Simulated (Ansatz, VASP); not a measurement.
Two plane-wave programs on Ti5C

```xyz
6
Lattice="5.4229 0.0000 0.0000 -2.7115 4.6964 0.0000 0.0000 0.0000 3.5343" Properties=species:S:1:pos:R:3 pbc="T T T"
Ti   -0.7502    1.2995    0.0000
Ti    1.9612    3.3969    0.0000
Ti    1.5005    0.0000    0.0000
Ti    2.7115    1.5655    1.7671
Ti    0.0000    3.1309    1.7671
C     0.0000    0.0000    1.7671
```

Change from the starting cell: species swapped into the Mg5Sn type (P-62m, No. 189).

Alike in both runs: functional PBE; k mesh 12 × 12 × 10; occupations gaussian, width 0.1 eV; no spin polarisation.

Ansatz relaxed the structure, and its values are those at the end. VASP's run is a single point on that final structure, the one shown.

|  | VASP | Ansatz |
| --- | --- | --- |
| version | VASP 6.6.1 | Ansatz 0.2.0 |
| potentials or method | VASP PAW PBE potentials, release 64 (Ti_sv, C), cutoff 520 eV | scalar-relativistic, plane waves, PAW |
| valence electrons in the cell | 64 | 64 |

Ansatz gave:

* gap on the k mesh at the Fermi level (eV): none
* pressure (GPa): 0.0
* rms of the force components (eV/Å): 0.000

Question: Which values does VASP return?

Answer: gap on the k mesh at the Fermi level (eV): none; pressure (GPa): -0.1; rms of the force components (eV/Å): 0.007.

A gap of «none» marks a metal or a gap that the smearing closes. The functional is the same, so the differences come from potentials, cutoffs and numerics.
